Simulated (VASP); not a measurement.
# SrO (Fm-3m) in VASP: further runs

The runs below take SrO through single point, with r2SCAN.

Everything below comes from runs of VASP 6.6.1. Logs are shortened: lines on timing, memory, paths and dates and some standing lists are left out, and cuts for length are marked.

## 1. The cell of the first run

The structure is cubic, space group Fm-3m (No. 225). The conventional cell has a = 5.091 Å, b = 5.091 Å, c = 5.091 Å, α = 90.00°, β = 90.00°, γ = 90.00°. Within 3.4 Å of Sr (site symmetry m-3m) lie 6 O at 2.55 Å. O (site symmetry m-3m) has 6 Sr at 2.55 Å within 3.4 Å.

## 2. Single point, r2SCAN

POSCAR

```
SrO
1.0
    0.0000000000      2.5456586500      2.5456586500
    2.5456586500      0.0000000000      2.5456586500
    2.5456586500      2.5456586500      0.0000000000
Sr O
1 1
Direct
    0.5000000000      0.5000000000      0.5000000000
    0.0000000000      0.0000000000      0.0000000000
```

INCAR.step1

```
PREC = Accurate
ENCUT = 520
ISMEAR = -1
SIGMA = 0.02
LREAL = F
LASPH = T
NELM = 80
NBANDS = 15
GGA = PE
ALGO = Normal
EDIFF = 1E-4
LWAVE = T
LCHARG = F
```

INCAR.step2

```
PREC = Accurate
ENCUT = 520
EDIFF = 1E-7
ISMEAR = -1
SIGMA = 0.02
LREAL = F
LASPH = T
NELM = 80
ALGO = Normal
ISIF = 2
LWAVE = F
LCHARG = T
METAGGA = R2SCAN
LMIXTAU = T
LELF = T
LVHAR = T
NBANDS = 15
ISTART = 1
```

KPOINTS

```
Automatic mesh
0
Gamma
  10 10 10
```

Potentials or basis: VASP PAW PBE potentials, release 64 (Sr_sv, O).

Launch:

```
cat potpaw_PBE.64/Sr_sv/POTCAR potpaw_PBE.64/O/POTCAR > POTCAR
cp INCAR.step1 INCAR
mpirun -np 1 vasp_std > vasp.out
cp INCAR.step2 INCAR
mpirun -np 1 vasp_std > vasp.out
```

OUTCAR:

```text
PREC = Accurate
   ENCUT = 520
   EDIFF = 1E-7
   ISMEAR = -1
   LREAL = F
   LASPH = T
   NELM = 80
   ISIF = 2
   METAGGA = R2SCAN
   ISTART = 1

 ion  position               nearest neighbor table
   1  0.500  0.500  0.500-   2 2.55   2 2.55   2 2.55   2 2.55   2 2.55   2 2.55
   2  0.000  0.000  0.000-   1 2.55   1 2.55   1 2.55   1 2.55   1 2.55   1 2.55

  LATTYP: Found a face centered cubic cell.
 ALAT       =     5.0913173000

  Lattice vectors:

 A1 = (   0.0000000000,   2.5456586500,   2.5456586500)
 A2 = (   2.5456586500,   0.0000000000,   2.5456586500)
 A3 = (   2.5456586500,   2.5456586500,   0.0000000000)

Analysis of symmetry for initial positions (statically):
=====================================================================
 Subroutine PRICEL returns:
 Original cell was already a primitive cell.

 Routine SETGRP: Setting up the symmetry group for a
 face centered cubic supercell.

 Subroutine GETGRP returns: Found 48 space group operations
 (whereof 48 operations were pure point group operations)
 out of a pool of 48 trial point group operations.

The static configuration has the point symmetry O_h .

Analysis of symmetry for dynamics (positions and initial velocities):
=====================================================================
 Subroutine PRICEL returns:
 Original cell was already a primitive cell.

 Routine SETGRP: Setting up the symmetry group for a
 face centered cubic supercell.

 Subroutine GETGRP returns: Found 48 space group operations
 (whereof 48 operations were pure point group operations)
 out of a pool of 48 trial point group operations.

The dynamic configuration has the point symmetry O_h .

 Subroutine INISYM returns: Found 48 space group operations
 (whereof 48 operations are pure point group operations),
 and found     1 'primitive' translations

----------------------------------------------------------------------------------------

                                     Primitive cell

  volume of cell :      32.9937

  direct lattice vectors                    reciprocal lattice vectors
     0.000000000  2.545658650  2.545658650    -0.196412822  0.196412822  0.196412822
     2.545658650  0.000000000  2.545658650     0.196412822 -0.196412822  0.196412822
     2.545658650  2.545658650  0.000000000     0.196412822  0.196412822 -0.196412822

  length of vectors
     3.600104988  3.600104988  3.600104988     0.340196987  0.340196987  0.340196987

  position of ions in fractional coordinates (direct lattice)
     0.500000000  0.500000000  0.500000000
     0.000000000  0.000000000  0.000000000

[... 81 lines left out ...]
   NFREE  =      0    steps in history (QN), initial steepest desc. (CG)
   ISIF   =      2    stress and relaxation
   ISYM   =      2    0-nonsym 1-usesym 2-fastsym
   POTIM  = 0.5000    time-step for ionic-motion
   TEBEG  =    0.0;   TEEND  =   0.0 temperature during run
   PSTRESS=    0.0 pullay stress
   NELECT =      16.0000    total number of electrons
   NUPDOWN=      -1.0000    fix difference up-down
   EMIN   =  10.00;   EMAX   =-10.00  energy-range for DOS
   EFERMI =   0.00;   METHOD = LEGACY
   ISMEAR =    -1;   SIGMA  =   0.02  broadening in eV -4-tet -1-fermi 0-gaus
   EFERMI_NEDOS =   21; number of points for ismear=-14 and -15
   IALGO  =     38    algorithm
   IMIX   =      4    mixing-type and parameters
     AMIX     =   0.40;   BMIX     =  1.00
     AMIX_MAG =   1.60;   BMIX_MAG =  1.00
  volume/ion in A,a.u.               =      16.50       111.33
  Fermi-wavevector in a.u.,A,eV,Ry     =   1.286189  2.430544 22.507861  1.654281
  Thomas-Fermi vector in A             =   2.418278
   LORBIT       =      0    0 simple, 1 ext, 2 COOP (PROOUT), +10 PAW based schemes
   METAGGA = R2SCAN    functional components
   LHFCALC =     F    Hartree Fock is set to
   AEXX    =    0.0000 exact exchange contribution
   IVDW    =     0    specifies the selected vdW correction
   LEPSILON=     F    determine dielectric tensor
   LRPA    =     F    only Hartree local field effects (RPA)
 non-spin polarized calculation
  energy-cutoff  :      520.00
  volume of cell :       32.99
 maximum number of plane-waves:       907
   NGX = 13   NGY = 13   NGZ = 13

 number of electron      15.9999995 magnetization

 Free energy of the ion-electron system (eV)
  ---------------------------------------------------
  ext. energy  EPLUGINS =         0.00000000
  ---------------------------------------------------
  free energy    TOTEN  =       -27.03300073 eV

  energy without entropy =      -27.03300073  energy(sigma->0) =      -27.03300073

 E-fermi :   1.9659     XC(G=0): -10.7402

 val. band max:        1.4827453776   @ k =   0.0000   0.0000   0.0000
 cond. band min:       5.2076338018   @ k =   0.5000   0.5000   0.0000
 fundamental gap:      3.7248884242
 Fermi energy:         1.9659202928

 k-point     1 :       0.0000    0.0000    0.0000
  band No.  band energies     occupation
      1     -31.8835      2.00000
      2     -14.5814      2.00000
      3     -12.8738      2.00000
      4     -12.8737      2.00000
      5     -12.8737      2.00000
      6       1.4827      2.00000
      7       1.4827      2.00000
      8       1.4827      2.00000
      9       6.3700      0.00000
     10       8.3271      0.00000
     11       8.3271      0.00000
     12       8.3271      0.00000
     13      10.7167      0.00000
     14      10.7167      0.00000
[... 401 lines left out ...]
      2     -15.2129      2.00000
      3     -13.2600      2.00000
      4     -13.1736      2.00000
      5     -12.8226      2.00000
      6       0.4381      2.00000
      7       1.1894      2.00000
      8       1.2612      2.00000
      9       5.9202      0.00000
     10       9.6142      0.00000
     11      11.8569      0.00000
     12      12.0540      0.00000
     13      12.5381      0.00000
     14      13.5431      0.00000
     15      18.4522      0.00000

 [... further k-points ...]
[... 5 lines left out ...]
  --------------------------------------------------------------------------------------
  -------------------------------------------------------------------------------------
  Total        0.9758440      0.9758440      0.9758440      0.0000000      0.0000000     -0.0000000
  in kB       47.3871397     47.3871397     47.3871397      0.0000000      0.0000000     -0.0000000
  external PRESSURE =      47.3871397 kB  Pullay stress =       0.0000000 kB

 VOLUME and BASIS-vectors are now :
 -----------------------------------------------------------------------------
  energy-cutoff  :      520.00
  volume of cell :       32.99
      direct lattice vectors                 reciprocal lattice vectors
     0.000000000  2.545658650  2.545658650    -0.196412822  0.196412822  0.196412822
     2.545658650  0.000000000  2.545658650     0.196412822 -0.196412822  0.196412822
     2.545658650  2.545658650  0.000000000     0.196412822  0.196412822 -0.196412822

 POSITION                                       TOTAL-FORCE (eV/Angst)
 -----------------------------------------------------------------------------------
      2.54566      2.54566      2.54566        -0.000000      0.000000      0.000000
      0.00000      0.00000      0.00000         0.000000     -0.000000     -0.000000
 -----------------------------------------------------------------------------------
    total drift:                                0.000000      0.000000      0.000000

  FREE ENERGIE OF THE ION-ELECTRON SYSTEM (eV)
  ---------------------------------------------------
  free  energy   TOTEN  =       -27.0330007314 eV

  energy  without entropy=      -27.0330007314  energy(sigma->0) =      -27.03300073
```

OSZICAR.step1:

```text
N       E                     dE             d eps       ncg     rms          rms(c)
DAV:   1     0.632798330949E+02    0.63280E+02   -0.79613E+03  1410   0.101E+03
DAV:   2    -0.107261797620E+02   -0.74006E+02   -0.67758E+02  1953   0.217E+02
DAV:   3    -0.141584321067E+02   -0.34323E+01   -0.34166E+01  2092   0.402E+01
DAV:   4    -0.142211885656E+02   -0.62756E-01   -0.62754E-01  1710   0.416E+00
DAV:   5    -0.142215239152E+02   -0.33535E-03   -0.33535E-03  1810   0.273E-01    0.174E+01
DAV:   6    -0.121481320896E+02    0.20734E+01   -0.65426E+00  1466   0.197E+01    0.205E+01
DAV:   7    -0.120188375374E+02    0.12929E+00   -0.27219E-01  1725   0.472E+00    0.119E+01
DAV:   8    -0.120080033034E+02    0.10834E-01   -0.11342E-01  1844   0.334E+00    0.533E-01
DAV:   9    -0.120095668784E+02   -0.15636E-02   -0.54235E-03  1761   0.471E-01    0.230E-01
DAV:  10    -0.120100410353E+02   -0.47416E-03   -0.45069E-04  1550   0.196E-01    0.782E-02
DAV:  11    -0.120101717979E+02   -0.13076E-03   -0.12281E-04  1393   0.827E-02    0.283E-02
DAV:  12    -0.120101879960E+02   -0.16198E-04   -0.27132E-05  1118   0.387E-02
   1 F= -.12010188E+02 E0= -.12010188E+02  d E =-.642702E-13
```

It took 3.5 min on 1 thread of AMD EPYC 7R13, shared host; peak memory 0.15 GiB.

What came out:

```
Free energy            : -27.0330 eV
Pressure               : 4.7 GPa
Band gap on the k mesh : 3.72 eV (least direct gap 3.79 eV)
```

Caveat: the cell stands under pressure; the PAW data sets were made with another functional, which shifts forces and pressure a little.

## 3. Single point, r2SCAN

This run uses another cell than the first one, of 16.84 Å³/atom.

POSCAR

```
SrO
1.0
    0.0000000000      2.5632154700      2.5632154700
    2.5632154700      0.0000000000      2.5632154700
    2.5632154700      2.5632154700      0.0000000000
Sr O
1 1
Direct
    0.5000000000      0.5000000000      0.5000000000
    0.0000000000      0.0000000000      0.0000000000
```

INCAR.step1

```
PREC = Accurate ; ENCUT = 520
ISMEAR = -1 ; SIGMA = 0.02
LREAL = False ; LASPH = True
NELM = 80 ; NBANDS = 15
GGA = PE ; ALGO = Normal
EDIFF = 1E-4 ; LWAVE = True
LCHARG = False
```

INCAR.step2

```
PREC = Accurate ; ENCUT = 520
EDIFF = 1E-6 ; ISMEAR = -1
SIGMA = 0.02 ; LREAL = False
LASPH = True ; NELM = 80
ALGO = Normal ; ISIF = 2
LWAVE = False ; LCHARG = True
METAGGA = R2SCAN ; LMIXTAU = True
LELF = True ; LVHAR = True
NBANDS = 15 ; ISTART = 1
```

KPOINTS is that of step 2.

Potentials or basis: VASP PAW PBE potentials, release 64 (Sr_sv, O).

Launch:

```
cat potpaw_PBE.64/Sr_sv/POTCAR potpaw_PBE.64/O/POTCAR > POTCAR
cp INCAR.step1 INCAR
mpirun -np 1 vasp_std > vasp.out
cp INCAR.step2 INCAR
mpirun -np 1 vasp_std > vasp.out
```

Wall time 3.3 min (1 thread of AMD EPYC 7R13, shared host); peak memory 0.15 GiB.

Results (log left out):

- Free energy: -27.0490 eV
- Pressure: 2.5 GPa
- Band gap on the k mesh: 3.74 eV (least direct gap 3.82 eV)

Levels at points of the mesh, in eV from the valence-band top:
```csv
k point,band 5,band 6,band 7,band 8,band 9,band 10,band 11,band 12
"(0.00, 0.00, 0.00)",-14.45,0.00,0.00,0.00,4.73,6.80,6.80,6.80
"(0.50, 0.00, 0.00)",-13.43,-2.13,-1.15,-1.15,7.15,9.16,9.54,9.54
"(0.50, 0.50, 0.00)",-14.82,-0.41,-0.08,-0.08,3.74,8.59,10.98,11.20
```

Caveat: the PAW data sets were made with another functional, which shifts forces and pressure a little. r2SCAN opens gaps a little over a GGA but as a rule still falls short of measured ones.

## 4. Single point, r2SCAN

This run uses another cell than the first one, of 17.18 Å³/atom.

POSCAR

```
SrO
1.0
    0.0000000000      2.5805350186      2.5805350186
    2.5805350186      0.0000000000      2.5805350186
    2.5805350186      2.5805350186      0.0000000000
Sr O
1 1
Direct
    0.5000000000      0.5000000000      0.5000000000
    0.0000000000      0.0000000000      0.0000000000
```

INCAR.step1

```
PREC = Accurate
ENCUT = 520
ISMEAR = -1
SIGMA = 0.02
LREAL = False
LASPH = True
NELM = 80
NBANDS = 15
GGA = PE
ALGO = Normal
EDIFF = 1E-4
LWAVE = True
LCHARG = False
```

INCAR.step2

```
PREC = Accurate
ENCUT = 520
EDIFF = 1E-6
ISMEAR = -1
SIGMA = 0.02
LREAL = False
LASPH = True
NELM = 80
ALGO = Normal
ISIF = 2
LWAVE = False
LCHARG = False
METAGGA = R2SCAN
LMIXTAU = True
NBANDS = 15
ISTART = 1
```

KPOINTS

```
regular mesh
0
Gamma
  10 10 10
```

Launch:

```
cat potpaw_PBE.64/Sr_sv/POTCAR potpaw_PBE.64/O/POTCAR > POTCAR
cp INCAR.step1 INCAR
mpirun -np 1 vasp_std > vasp.out
cp INCAR.step2 INCAR
mpirun -np 1 vasp_std > vasp.out
```

Wall time 3.2 min (1 thread of AMD EPYC 7R13, shared host); peak memory 0.15 GiB.

It converged, with:

* Free energy: -27.0558 eV
* Pressure: 0.5 GPa
* Band gap on the k mesh: 3.75 eV (least direct gap 3.84 eV)

Levels at points of the mesh, in eV from the valence-band top:
| k point | band 6 | band 7 | band 8 | band 9 | band 10 | band 11 |
| --- | --- | --- | --- | --- | --- | --- |
| (0.00, 0.00, 0.00) | 0.00 | 0.00 | 0.00 | 4.58 | 6.75 | 6.75 |
| (0.50, 0.00, 0.00) | -2.10 | -1.11 | -1.11 | 7.06 | 8.99 | 9.42 |
| (0.50, 0.50, 0.00) | -0.45 | -0.09 | -0.09 | 3.75 | 8.43 | 10.85 |

Caveat: the PAW data sets were made with another functional, which shifts forces and pressure a little. A k mesh can miss the band edges.

## 5. Single point, r2SCAN

This run uses another cell than the first one, of 17.18 Å³/atom.

POSCAR

```
SrO
1.0
    0.0000000000      2.5805350200      2.5805350200
    2.5805350200      0.0000000000      2.5805350200
    2.5805350200      2.5805350200      0.0000000000
Sr O
1 1
Direct
    0.5000000000      0.5000000000      0.5000000000
    0.0000000000      0.0000000000      0.0000000000
```

INCAR.step1

```
ALGO = Normal
EDIFF = 1E-4
ENCUT = 520
GGA = PE
ISMEAR = -1
LASPH = True
LCHARG = False
LREAL = False
LWAVE = True
NBANDS = 15
NELM = 60
PREC = Accurate
SIGMA = 0.02
```

INCAR.step2

```
ALGO = Normal
EDIFF = 1E-7
ENCUT = 520
ISIF = 2
ISMEAR = -1
ISTART = 1
LASPH = True
LCHARG = False
LMIXTAU = True
LREAL = False
LWAVE = False
METAGGA = R2SCAN
NBANDS = 15
NELM = 60
PREC = Accurate
SIGMA = 0.02
```

KPOINTS

```
k-points
0
Gamma
  10 10 10
```

Potentials or basis: VASP PAW PBE potentials, release 64 (Sr_sv, O).

Launch:

```
cat potpaw_PBE.64/Sr_sv/POTCAR potpaw_PBE.64/O/POTCAR > POTCAR
cp INCAR.step1 INCAR
mpirun -np 1 vasp_std > vasp.out
cp INCAR.step2 INCAR
mpirun -np 1 vasp_std > vasp.out
```

OUTCAR:

```text
EDIFF = 1E-7
   ENCUT = 520
   ISIF = 2
   ISMEAR = -1
   ISTART = 1
   LASPH = True
   LREAL = False
   METAGGA = R2SCAN
   NELM = 60
   PREC = Accurate

 ion  position               nearest neighbor table
   1  0.500  0.500  0.500-   2 2.58   2 2.58   2 2.58   2 2.58   2 2.58   2 2.58
   2  0.000  0.000  0.000-   1 2.58   1 2.58   1 2.58   1 2.58   1 2.58   1 2.58

  LATTYP: Found a face centered cubic cell.
 ALAT       =     5.1610700400

  Lattice vectors:

 A1 = (   0.0000000000,   2.5805350200,   2.5805350200)
 A2 = (   2.5805350200,   0.0000000000,   2.5805350200)
 A3 = (   2.5805350200,   2.5805350200,   0.0000000000)

Analysis of symmetry for initial positions (statically):
=====================================================================
 Subroutine PRICEL returns:
 Original cell was already a primitive cell.

 Routine SETGRP: Setting up the symmetry group for a
 face centered cubic supercell.

 Subroutine GETGRP returns: Found 48 space group operations
 (whereof 48 operations were pure point group operations)
 out of a pool of 48 trial point group operations.

The static configuration has the point symmetry O_h .

Analysis of symmetry for dynamics (positions and initial velocities):
[... 168 lines left out ...]
      2     -14.7239      2.00000
      3     -13.2561      2.00000
      4     -13.2561      2.00000
      5     -13.2561      2.00000
      6       1.2905      2.00000
      7       1.2905      2.00000
      8       1.2905      2.00000
      9       5.8672      0.00000
     10       8.0427      0.00000
     11       8.0427      0.00000
     12       8.0427      0.00000
     13      10.3386      0.00000
     14      10.3386      0.00000
[... 401 lines left out ...]
      2     -15.3205      2.00000
      3     -13.5910      2.00000
      4     -13.5191      2.00000
      5     -13.1551      2.00000
      6       0.2425      2.00000
      7       0.9894      2.00000
      8       1.0599      2.00000
      9       5.7224      0.00000
     10       9.0882      0.00000
     11      11.3770      0.00000
     12      11.5926      0.00000
     13      12.0654      0.00000
     14      12.9680      0.00000
     15      17.6757      0.00000

 [... further k-points ...]
[... 5 lines left out ...]
  --------------------------------------------------------------------------------------
  -------------------------------------------------------------------------------------
  Total        0.0976698      0.0976698      0.0976698      0.0000000      0.0000000     -0.0000000
  in kB        4.5531468      4.5531468      4.5531468      0.0000000      0.0000000     -0.0000000
  external PRESSURE =       4.5531468 kB  Pullay stress =       0.0000000 kB

 VOLUME and BASIS-vectors are now :
 -----------------------------------------------------------------------------
  energy-cutoff  :      520.00
  volume of cell :       34.37
      direct lattice vectors                 reciprocal lattice vectors
     0.000000000  2.580535020  2.580535020    -0.193758270  0.193758270  0.193758270
     2.580535020  0.000000000  2.580535020     0.193758270 -0.193758270  0.193758270
     2.580535020  2.580535020  0.000000000     0.193758270  0.193758270 -0.193758270

 POSITION                                       TOTAL-FORCE (eV/Angst)
 -----------------------------------------------------------------------------------
      2.58054      2.58054      2.58054         0.000000      0.000000      0.000000
      0.00000      0.00000      0.00000        -0.000000     -0.000000     -0.000000
 -----------------------------------------------------------------------------------
    total drift:                                0.000000      0.000000      0.000000

  FREE ENERGIE OF THE ION-ELECTRON SYSTEM (eV)
  ---------------------------------------------------
  free  energy   TOTEN  =       -27.0558142851 eV

  energy  without entropy=      -27.0558142851  energy(sigma->0) =      -27.05581429
```

OSZICAR.step1:

```text
N       E                     dE             d eps       ncg     rms          rms(c)
DAV:   1     0.597890236855E+02    0.59789E+02   -0.76218E+03  1426   0.998E+02
DAV:   2    -0.108295648001E+02   -0.70619E+02   -0.64998E+02  2007   0.214E+02
DAV:   3    -0.142096252891E+02   -0.33801E+01   -0.33675E+01  2064   0.386E+01
DAV:   4    -0.142491028893E+02   -0.39478E-01   -0.39472E-01  1748   0.342E+00
DAV:   5    -0.142493977265E+02   -0.29484E-03   -0.29484E-03  1821   0.253E-01    0.161E+01
DAV:   6    -0.122004270038E+02    0.20490E+01   -0.67057E+00  1452   0.194E+01    0.190E+01
DAV:   7    -0.120571680627E+02    0.14326E+00   -0.30054E-01  1669   0.487E+00    0.110E+01
DAV:   8    -0.120463894090E+02    0.10779E-01   -0.11945E-01  1809   0.346E+00    0.413E-01
DAV:   9    -0.120477135349E+02   -0.13241E-02   -0.58745E-03  1726   0.485E-01    0.233E-01
DAV:  10    -0.120481732356E+02   -0.45970E-03   -0.44039E-04  1557   0.198E-01    0.883E-02
DAV:  11    -0.120483244296E+02   -0.15119E-03   -0.15258E-04  1528   0.909E-02    0.275E-02
DAV:  12    -0.120483422285E+02   -0.17799E-04   -0.26300E-05  1125   0.386E-02
   1 F= -.12048342E+02 E0= -.12048342E+02  d E =-.203075E-10
```

It took 3.4 min on 1 thread of AMD EPYC 7R13, shared host; peak memory 0.15 GiB.

Results:

| Property | Result |
| --- | --- |
| Free energy | -27.0558 eV |
| Pressure | 0.5 GPa |
| Band gap on the k mesh | 3.75 eV (least direct gap 3.84 eV) |

Levels at points of the mesh, in eV from the valence-band top:
| k point | band 6 | band 7 | band 8 | band 9 | band 10 | band 11 |
| --- | --- | --- | --- | --- | --- | --- |
| (0.00, 0.00, 0.00) | 0.00 | 0.00 | 0.00 | 4.58 | 6.75 | 6.75 |
| (0.50, 0.00, 0.00) | -2.10 | -1.11 | -1.11 | 7.06 | 8.99 | 9.42 |
| (0.50, 0.50, 0.00) | -0.45 | -0.09 | -0.09 | 3.75 | 8.43 | 10.85 |

Caveat: the PAW data sets were made with another functional, which shifts forces and pressure a little. A k mesh can miss the band edges.

(Continued in part 2 of 2.)
